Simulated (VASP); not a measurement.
# Mo12C in VASP: single point with PBE

Aim: the single point of Mo12C with PBE.

Program: VASP 6.6.1. These are calculated values, not measurements. Logs are shortened: lines on timing, memory, paths and dates and some standing lists are left out, and cuts for length are marked.

## (1) The cell of the first run

The cell holds a slab with vacuum, 13 atoms: a = 5.474 Å, b = 5.474 Å, c = 19.808 Å, α = 90.00°, β = 90.00°, γ = 109.47°.

## (2) Single point, PBE

INCAR reads:

```
SYSTEM = Mo12C
  ALGO = Normal
  DIPOL = 0.5 0.5 0.326
  EDIFF = 1E-6
  ENCUT = 520
  GGA = PE
  IDIPOL = 3
  ISIF = 2
  ISMEAR = 0
  LASPH = .TRUE.
  LCHARG = .TRUE.
  LDIPOL = .TRUE.
  LELF = .TRUE.
  LREAL = .FALSE.
  LVACPOTAV = .TRUE.
  LVHAR = .TRUE.
  LWAVE = .FALSE.
  NBANDS = 98
  NELM = 80
  PREC = Accurate
  SIGMA = 0.1
```

KPOINTS reads:

```
k-points
0
G
  5 5 1
  0 0 0
```

POSCAR reads:

```
Mo12C
1.0
    5.4740406976      0.0000000000      0.0000000000
   -1.8246802325      5.1609750636      0.0000000000
    0.0000000000      0.0000000000     19.8082144184
Mo C
12 1
Direct
    0.2500000000      0.2500000000      0.2019364247
    0.2500000000      0.7500000000      0.2019364247
    0.7500000000      0.2500000000      0.2019364247
    0.7500000000      0.7500000000      0.2019364247
    0.0000000000      0.0000000000      0.3106872620
    0.0000000000      0.5000000000      0.3106872620
    0.5000000000      0.0000000000      0.3106872620
    0.5000000000      0.5000000000      0.3106872620
    0.2500000000      0.2500000000      0.4194327789
    0.2500000000      0.7500000000      0.4194327789
    0.7500000000      0.2500000000      0.4194327789
    0.7500000000      0.7500000000      0.4194327789
    0.2500000000      0.2500000000      0.5112535618
```

Potentials or basis: VASP PAW PBE potentials, release 64 (Mo_sv, C).

Launch:

```sh
$ cat potpaw_PBE.64/Mo_sv/POTCAR potpaw_PBE.64/C/POTCAR > POTCAR
$ mpirun -np 1 vasp_std > vasp.out
```

OUTCAR:

```text
SYSTEM = Mo12C
   EDIFF = 1E-6
   ENCUT = 520
   GGA = PE
   ISIF = 2
   ISMEAR = 0
   LASPH = .TRUE.
   LREAL = .FALSE.
   NELM = 80
   PREC = Accurate

 ion  position               nearest neighbor table
   1  0.250  0.250  0.202-   5 2.67   8 2.67   2 2.74   2 2.74   3 2.74   3 2.74   7 3.10   6 3.10
                             4 3.16   4 3.16
   2  0.250  0.750  0.202-   6 2.67   7 2.67   1 2.74   1 2.74   4 2.74   4 2.74   5 3.10   8 3.10
                             3 3.16   3 3.16
   3  0.750  0.250  0.202-   6 2.67   7 2.67   4 2.74   4 2.74   1 2.74   1 2.74   5 3.10   8 3.10
                             2 3.16   2 3.16
   4  0.750  0.750  0.202-   5 2.67   8 2.67   3 2.74   3 2.74   2 2.74   2 2.74   7 3.10   6 3.10
                             1 3.16   1 3.16
   5  0.000  0.000  0.311-   9 2.67  12 2.67   1 2.67   4 2.67   6 2.74   6 2.74   7 2.74   7 2.74
                            11 3.10  10 3.10   3 3.10   2 3.10   8 3.16   8 3.16
   6  0.000  0.500  0.311-  10 2.67  11 2.67   2 2.67   3 2.67   5 2.74   5 2.74   8 2.74   8 2.74
                             9 3.10  12 3.10   1 3.10   4 3.10   7 3.16   7 3.16
   7  0.500  0.000  0.311-  10 2.67  11 2.67   2 2.67   3 2.67   8 2.74   8 2.74   5 2.74   5 2.74
                             9 3.10  12 3.10   1 3.10   4 3.10   6 3.16   6 3.16
   8  0.500  0.500  0.311-   9 2.67  12 2.67   1 2.67   4 2.67   7 2.74   7 2.74   6 2.74   6 2.74
                            11 3.10  10 3.10   3 3.10   2 3.10   5 3.16   5 3.16
   9  0.250  0.250  0.419-  13 1.82   8 2.67   5 2.67  10 2.74  10 2.74  11 2.74  11 2.74   6 3.10
                             7 3.10  12 3.16  12 3.16
  10  0.250  0.750  0.419-   6 2.67   7 2.67   9 2.74   9 2.74  12 2.74  12 2.74   5 3.10   8 3.10
                            11 3.16  11 3.16
  11  0.750  0.250  0.419-   6 2.67   7 2.67  12 2.74  12 2.74   9 2.74   9 2.74   5 3.10   8 3.10
                            10 3.16  10 3.16
  12  0.750  0.750  0.419-   5 2.67   8 2.67  11 2.74  11 2.74  10 2.74  10 2.74   7 3.10   6 3.10
                             9 3.16   9 3.16
  13  0.250  0.250  0.511-   9 1.82

  LATTYP: Found a base centered orthorhombic cell.
 ALAT       =     6.3208777406
 B/A-ratio  =     1.4142135624
 C/A-ratio  =     3.1337759139

  Lattice vectors:

 A1 = (   5.4740406976,   0.0000000000,   0.0000000000)
 A2 = (  -1.8246802325,   5.1609750636,   0.0000000000)
 A3 = (   0.0000000000,   0.0000000000,  19.8082144184)

Analysis of symmetry for initial positions (statically):
=====================================================================
 Subroutine PRICEL returns:
 Original cell was already a primitive cell.

 Routine SETGRP: Setting up the symmetry group for a
 base centered orthorhombic supercell.

 Subroutine GETGRP returns: Found  4 space group operations
 (whereof  2 operations were pure point group operations)
 out of a pool of  8 trial point group operations.

The static configuration has the point symmetry C_1h.
 The point group associated with its full space group is C_2v.

Analysis of symmetry for dynamics (positions and initial velocities):
=====================================================================
 Subroutine PRICEL returns:
 Original cell was already a primitive cell.

 Routine SETGRP: Setting up the symmetry group for a
 base centered orthorhombic supercell.

 Subroutine GETGRP returns: Found  4 space group operations
 (whereof  2 operations were pure point group operations)
 out of a pool of  8 trial point group operations.

The dynamic configuration has the point symmetry C_1h.
 The point group associated with its full space group is C_2v.

 Subroutine INISYM returns: Found  4 space group operations
 (whereof  2 operations are pure point group operations),
 and found     1 'primitive' translations

----------------------------------------------------------------------------------------

                                     Primitive cell

  volume of cell :     559.6095

  direct lattice vectors                    reciprocal lattice vectors
     5.474040698  0.000000000  0.000000000     0.182680410  0.064587278  0.000000000
    -1.824680232  5.160975064  0.000000000     0.000000000  0.193761835  0.000000000
     0.000000000  0.000000000 19.808214418     0.000000000  0.000000000  0.050484106

  length of vectors
     5.474040698  5.474040698 19.808214418     0.193761835  0.193761835  0.050484106

  position of ions in fractional coordinates (direct lattice)
     0.250000000  0.250000000  0.201936425
     0.250000000  0.750000000  0.201936425
     0.750000000  0.250000000  0.201936425
     0.750000000  0.750000000  0.201936425
     0.000000000  0.000000000  0.310687262
     1.000000000  0.500000000  0.310687262
     0.500000000  0.000000000  0.310687262
     0.500000000  0.500000000  0.310687262
     0.250000000  0.250000000  0.419432779
     0.250000000  0.750000000  0.419432779
     0.750000000  0.250000000  0.419432779
     0.750000000  0.750000000  0.419432779
     0.250000000  0.250000000  0.511253562

  ion indices of the primitive-cell ions
   primitive index   ion index
                 1           1
                 2           2
                 3           3
                 4           4
                 5           5
                 6           6
                 7           7
                 8           8
                 9           9
                10          10
                11          11
                12          12
                13          13

----------------------------------------------------------------------------------------

 KPOINTS: k-points

Automatic generation of k-mesh.
 Grid dimensions read from file:
 generate k-points for:    5    5    1

 Generating k-lattice:

  Cartesian coordinates                     Fractional coordinates (reciprocal lattice)
     0.036536082  0.012917456  0.000000000     0.200000000  0.000000000  0.000000000
     0.000000000  0.038752367  0.000000000     0.000000000  0.200000000  0.000000000
     0.000000000  0.000000000  0.050484106     0.000000000  0.000000000  1.000000000

  Length of vectors
     0.038752367  0.038752367  0.050484106

  Shift w.r.t. Gamma in fractional coordinates (k-lattice)
     0.000000000  0.000000000  0.000000000

 Subroutine IBZKPT returns following result:
 ===========================================

 Found      9 irreducible k-points:

 Following reciprocal coordinates:
            Coordinates               Weight
  0.000000  0.000000  0.000000      1.000000
  0.200000  0.000000  0.000000      4.000000
  0.400000  0.000000  0.000000      4.000000
  0.200000  0.200000  0.000000      2.000000
  0.400000  0.200000  0.000000      4.000000
 -0.400000  0.200000  0.000000      4.000000
 -0.200000  0.200000  0.000000      2.000000
  0.400000  0.400000  0.000000      2.000000
 -0.400000  0.400000  0.000000      2.000000
   k-points           NKPTS =      9   k-points in BZ     NKDIM =      9   number of bands    NBANDS=     98
   number of dos      NEDOS =    301   number of ions     NIONS =     13
   total plane-waves  NPLWV = 264600
   dimension x,y,z NGX =    42 NGY =   42 NGZ =  150
   dimension x,y,z NGXF=    84 NGYF=   84 NGZF=  300
   ions per type =              12   1
   NGX,Y,Z   is equivalent  to a cutoff of  12.76, 12.76, 12.59 a.u.
   NGXF,Y,Z  is equivalent  to a cutoff of  25.51, 25.51, 25.18 a.u.
 SYSTEM =  Mo12C
   PREC   = accura    normal or accurate (medium, high low for compatibility)
   ISTART =      0    job   : 0-new  1-cont  2-samecut
   ICHARG =      2    charge: 1-file 2-atom 10-const
   ISPIN  =      1    spin polarized calculation?
   LNONCOLLINEAR =      F non collinear calculations
   LSORBIT =      F    spin-orbit coupling
   LASPH  =      T    aspherical Exc in radial PAW
   ENCUT  =  520.0 eV  38.22 Ry    6.18 a.u.  10.18 10.18 36.83*2*pi/ulx,y,z
   NELM   =     80;   NELMIN=  2; NELMDL= -5     # of ELM steps
   EDIFF  = 0.1E-05   stopping-criterion for ELM
   LREAL  =      F    real-space projection
   EDIFFG = 0.1E-04   stopping-criterion for IOM
   NSW    =      0    number of steps for IOM
   IBRION =     -1    ionic relax: 0-MD 1-quasi-New 2-CG
   NFREE  =      0    steps in history (QN), initial steepest desc. (CG)
   ISIF   =      2    stress and relaxation
   ISYM   =      2    0-nonsym 1-usesym 2-fastsym
   POTIM  = 0.5000    time-step for ionic-motion
   TEBEG  =    0.0;   TEEND  =   0.0 temperature during run
   PSTRESS=    0.0 pullay stress
   NELECT =     172.0000    total number of electrons
   NUPDOWN=      -1.0000    fix difference up-down
   EMIN   =  10.00;   EMAX   =-10.00  energy-range for DOS
   EFERMI =   0.00;   METHOD = LEGACY
   ISMEAR =     0;   SIGMA  =   0.10  broadening in eV -4-tet -1-fermi 0-gaus
   EFERMI_NEDOS =   21; number of points for ismear=-14 and -15
   IALGO  =     38    algorithm
   IMIX   =      4    mixing-type and parameters
     AMIX     =   0.40;   BMIX     =  1.00
     AMIX_MAG =   1.60;   BMIX_MAG =  1.00
  volume/ion in A,a.u.               =      43.05       290.49
  Fermi-wavevector in a.u.,A,eV,Ry     =   1.104814  2.087796 16.607470  1.220615
  Thomas-Fermi vector in A             =   2.241292
   LORBIT       =      0    0 simple, 1 ext, 2 COOP (PROOUT), +10 PAW based schemes
   GGA     = PE    functional components
   LHFCALC =     F    Hartree Fock is set to
   AEXX    =    0.0000 exact exchange contribution
   IVDW    =     0    specifies the selected vdW correction
   LEPSILON=     F    determine dielectric tensor
   LRPA    =     F    only Hartree local field effects (RPA)
 non-spin polarized calculation
 Gauss-broadening in eV      SIGMA  =   0.10
  energy-cutoff  :      520.00
  volume of cell :      559.61
 maximum number of plane-waves:     15102
 NGX is ok and might be reduce to    42
   NGX = 21   NGY = 21   NGZ = 73

 dipolmoment           0.000000      0.000000     -0.006771 electrons x Angstroem

 number of electron     171.9999986 magnetization

 dipolmoment           0.000000      0.000000      0.164403 electrons x Angstroem

 Free energy of the ion-electron system (eV)
  ---------------------------------------------------
  ext. energy  EPLUGINS =         0.00000000
  ---------------------------------------------------
  free energy    TOTEN  =      -127.27777162 eV

  energy without entropy =     -127.20340210  energy(sigma->0) =     -127.24058686

 E-fermi :   1.0104     XC(G=0):  -5.7014

 val. band max:        1.0021216451   @ k =  -0.4000   0.2000   0.0000
 cond. band min:       1.0132691632   @ k =   0.4000   0.4000   0.0000
 fundamental gap:      0.0111475181
 Fermi energy:         1.0104074047

 k-point     1 :       0.0000    0.0000    0.0000
  band No.  band energies     occupation
      1     -60.2140      2.00000
      2     -60.0453      2.00000
      3     -60.0247      2.00000
      4     -59.9750      2.00000
      5     -59.9563      2.00000
      6     -59.8936      2.00000
[... 90 lines left out ...]
     97       2.8222      0.00000
     98       2.8517      0.00000

 k-point     2 :       0.2000    0.0000    0.0000
  band No.  band energies     occupation
      1     -60.1981      2.00000
      2     -60.0577      2.00000
      3     -60.0256      2.00000
      4     -59.9801      2.00000
      5     -59.9471      2.00000
      6     -59.8858      2.00000
[... 696 lines left out ...]
     97       2.0610      0.00000
     98       2.2250      0.00000

 k-point     9 :      -0.4000    0.4000    0.0000
  band No.  band energies     occupation
      1     -60.1337      2.00000
      2     -60.0552      2.00000
      3     -60.0467      2.00000
      4     -60.0267      2.00000
      5     -59.8993      2.00000
      6     -59.8759      2.00000
[... 90 lines left out ...]
     97       1.8167      0.00000
     98       1.9201      0.00000

------------------------ aborting loop because EDIFF is reached ----------------------------------------

  FORCE on cell =-STRESS in cart. coord.  units (eV):
  Direction    XX          YY          ZZ          XY          YZ          ZX
  --------------------------------------------------------------------------------------
  -------------------------------------------------------------------------------------
  Total       -8.6073105     -8.4262518      3.0287475      0.2560557      0.0000000     -0.0000000
  in kB      -24.6429639    -24.1245878      8.6713863      0.7330944      0.0000000     -0.0000000
  external PRESSURE =     -13.3653885 kB  Pullay stress =       0.0000000 kB

 VOLUME and BASIS-vectors are now :
 -----------------------------------------------------------------------------
  energy-cutoff  :      520.00
  volume of cell :      559.61
      direct lattice vectors                 reciprocal lattice vectors
     5.474040698  0.000000000  0.000000000     0.182680410  0.064587278  0.000000000
    -1.824680232  5.160975064  0.000000000     0.000000000  0.193761835  0.000000000
     0.000000000  0.000000000 19.808214418     0.000000000  0.000000000  0.050484106

 POSITION                                       TOTAL-FORCE (eV/Angst)
 -----------------------------------------------------------------------------------
      0.91234      1.29024      4.00000        -0.000000     -0.000000      0.010079
      0.00000      3.87073      4.00000        -0.000000     -0.000000     -0.150085
      3.64936      1.29024      4.00000        -0.000000     -0.000000     -0.150085
      2.73702      3.87073      4.00000        -0.000000     -0.000000      0.284388
      0.00000      0.00000      6.15416        -0.336990     -0.476576     -0.806092
     -0.91234      2.58049      6.15416        -0.123108      0.087051      0.110678
      2.73702      0.00000      6.15416         0.123108     -0.087051      0.110678
      1.82468      2.58049      6.15416         0.336990      0.476576     -0.806092
      0.91234      1.29024      8.30821        -0.000000     -0.000000      0.624812
      0.00000      3.87073      8.30821        -0.000000     -0.000000      0.570524
      3.64936      1.29024      8.30821        -0.000000     -0.000000      0.570524
      2.73702      3.87073      8.30821        -0.000000     -0.000000     -0.419904
      0.91234      1.29024     10.12702        -0.000000      0.000000      0.050574
 -----------------------------------------------------------------------------------
    total drift:                                0.000000      0.000000      0.001121

  FREE ENERGIE OF THE ION-ELECTRON SYSTEM (eV)
  ---------------------------------------------------
  free  energy   TOTEN  =      -127.2777716157 eV

  energy  without entropy=     -127.2034021023  energy(sigma->0) =     -127.24058686

 vacuum level on the upper side and lower side of the slab         6.745         5.692
```

Wall time 30 min (1 thread of Intel Xeon Platinum 8375C at 2.90GHz (Ice Lake), shared host); peak memory 0.74 GiB.

What came out:

| Item | Value |
| --- | --- |
| Free energy | -127.2778 eV |
| Largest force | 0.995 eV/Å |
| Band gap on the k mesh | zero (band 86 reaches 2.10 eV, above the bottom of band 87 at 0.58 eV) |

Forces in eV/Å, atoms in the order of the input:
```
Mo   0.000  0.000  0.010
Mo   0.000  0.000 -0.150
Mo   0.000  0.000 -0.150
Mo   0.000  0.000  0.284
Mo  -0.337 -0.477 -0.806
Mo  -0.123  0.087  0.111
Mo   0.123 -0.087  0.111
Mo   0.337  0.477 -0.806
Mo   0.000  0.000  0.625
Mo   0.000  0.000  0.571
Mo   0.000  0.000  0.571
Mo   0.000  0.000 -0.420
C    0.000  0.000  0.051
```
